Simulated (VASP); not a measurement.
Runs of VASP 6.6.1 on AgBr. The structure is that of space group Fm-3m (No. 225), or close to it. The cells are those of the table. 

| cell | gap on the mesh (eV) | pressure (GPa) |
| --- | --- | --- |
| a = 4.059 Å, angles 60.0°, 2 atoms | 0.81 | 2.3 |
| a = 4.215 Å, angles 60.0°, 2 atoms | 0.83 | -2.0 |
| a = 3.890 Å, angles 60.0°, 2 atoms | (c) | (a) |
| a = 3.948 Å, angles 60.0°, 2 atoms | 0.84 | (b) |

Alike in all rows: task single point; level PBE; potentials or basis VASP PAW PBE potentials, release 64 (Ag, Br); no spin polarisation; k mesh 5 × 5 × 5; cutoff (eV) 500; smearing gaussian 0.01 eV.

Task: Fill in the values left out.

Result: (a) 11.4; (b) 7.6; (c) 0.87.

A k mesh can miss the band edges, and the runs leave out spin-orbit coupling on Ag, Br.
